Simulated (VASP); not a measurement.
Set up this calculation in VASP 6.6.1, as the native input.

```
Task                    : single point
Functional              : PBEsol
Potentials or basis     : VASP PAW PBE potentials, release 64 (Zr_sv, In_d, S)
Cutoff                  : 520 eV
k mesh                  : 12 × 12 × 4
Occupations             : gaussian, width 0.1 eV
Spin                    : no spin polarisation
Dipole correction       : no
k mesh for the DOS      : 18 × 18 × 6
Occupations for the DOS : tetrahedron
Further INCAR settings  : ALGO = Normal; EDIFF = 1e-07
```

The system is ZrIn2S2.

```xyz
5
Lattice="3.5478 0.0000 0.0000 -1.7739 3.0725 0.0000 0.0000 0.0000 11.2050" Properties=species:S:1:pos:R:3 pbc="T T T"
Zr    0.0000    0.0000    0.0000
In    0.0000    2.0483    4.2167
In    1.7739    1.0242    6.9884
S     0.0000    2.0483    9.6397
S     1.7739    1.0242    1.5654
```

One way to write it, as run:

POSCAR

```
ZrIn2S2
1.0
    3.5477805685      0.0000000000      0.0000000000
   -1.7738902843      3.0724680994      0.0000000000
    0.0000000000      0.0000000000     11.2050491668
Zr In S
1 2 2
Direct
    0.0000000000      0.0000000000      0.0000000000
    0.3333333333      0.6666666667      0.3763203868
    0.6666666667      0.3333333333      0.6236796132
    0.3333333333      0.6666666667      0.8602973296
    0.6666666667      0.3333333333      0.1397026704
```

INCAR.step1

```
ALGO = Normal
EDIFF = 1E-7
ENCUT = 520
GGA = PS
ISIF = 2
ISMEAR = 0
LASPH = T
LCHARG = T
LMAXMIX = 4
LREAL = F
LWAVE = F
NBANDS = 33
NELM = 60
PREC = Accurate
SIGMA = 0.1
```

KPOINTS.step1

```
k-points
0
Gamma
  12 12 4
```

INCAR.step2

```
ALGO = Normal
EDIFF = 1E-7
ENCUT = 520
GGA = PS
ICHARG = 11
ISIF = 2
ISMEAR = -5
LASPH = T
LCHARG = F
LMAXMIX = 4
LORBIT = 11
LREAL = F
LWAVE = F
NEDOS = 2001
NELM = 60
PREC = Accurate
SIGMA = 0.1
```

KPOINTS.step2

```
k-points
0
Gamma
  18 18 6
```

Potentials or basis: VASP PAW PBE potentials, release 64 (Zr_sv, In_d, S).

Run with:

```bash
$ cat potpaw_PBE.64/Zr_sv/POTCAR potpaw_PBE.64/In_d/POTCAR potpaw_PBE.64/S/POTCAR > POTCAR
$ cp INCAR.step1 INCAR
$ cp KPOINTS.step1 KPOINTS
$ mpirun -np 1 vasp_std > vasp.out
$ cp INCAR.step2 INCAR
$ cp KPOINTS.step2 KPOINTS
$ mpirun -np 1 vasp_std > vasp.out
```

Results of the run:

- Valence electrons inside the program's atomic spheres: Zr 9.72; In 11.24; S 3.71

It took 7.3 min on 1 thread of Intel(R) Xeon(R) 6975P-C (Granite Rapids), on a shared host, peak memory 0.76 GiB.
